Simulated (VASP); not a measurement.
Write the native input for VASP 6.6.1 that does the following.

```yaml
Task: single point
Functional: PBE
Potentials_or_basis: VASP PAW PBE potentials, release 64 (Cd, Se, S)
Cutoff: 520 eV
k_mesh: 12 × 12 × 4
Occupations: gaussian, width 0.02 eV
Spin: no spin polarisation
Dipole_correction: no
Further_INCAR_settings: ALGO = Normal; EDIFF = 1e-07; NBANDS = 36
```

The structure of Cd3Se2S lies in POSCAR:

```
Cd3Se2S
1.0
    4.3155832096      0.0000000000      0.0000000000
   -2.1577916048      3.7374046917      0.0000000000
    0.0000000000      0.0000000000     10.5861007000
Cd Se S
3 2 1
Direct
    0.3333333333      0.6666666667      0.0002900000
    0.6666666667      0.3333333333      0.6578390000
    0.0000000000      0.0000000000      0.3424180000
    0.6666666667      0.3333333333      0.9113260000
    0.3333333333      0.6666666667      0.2531820000
    0.0000000000      0.0000000000      0.5849460000
```

The input as run:

INCAR

```
PREC = Accurate
ENCUT = 520
EDIFF = 1E-7
ISMEAR = 0
SIGMA = 0.02
LREAL = False
LASPH = True
NELM = 60
ALGO = Normal
ISIF = 2
LWAVE = False
LCHARG = False
GGA = PE
NBANDS = 36
```

KPOINTS

```
Automatic mesh
0
Gamma
  12 12 4
```

Potentials or basis: VASP PAW PBE potentials, release 64 (Cd, Se, S).

The run is started by

```bash
$ cat potpaw_PBE.64/Cd/POTCAR potpaw_PBE.64/Se/POTCAR potpaw_PBE.64/S/POTCAR > POTCAR
$ mpirun -np 1 vasp_std > vasp.out
```

It gave:

| Quantity | Value |
| --- | --- |
| Pressure | 0.3 GPa |
| Largest force | 0.006 eV/Å |
| Band gap on the k mesh | 0.56 eV |

Caveat: semilocal functionals underestimate gaps, and a narrow one can read as zero.

Run time: 10 min on 1 thread of Intel Xeon 8259CL (shared host), peak memory 0.53 GiB.
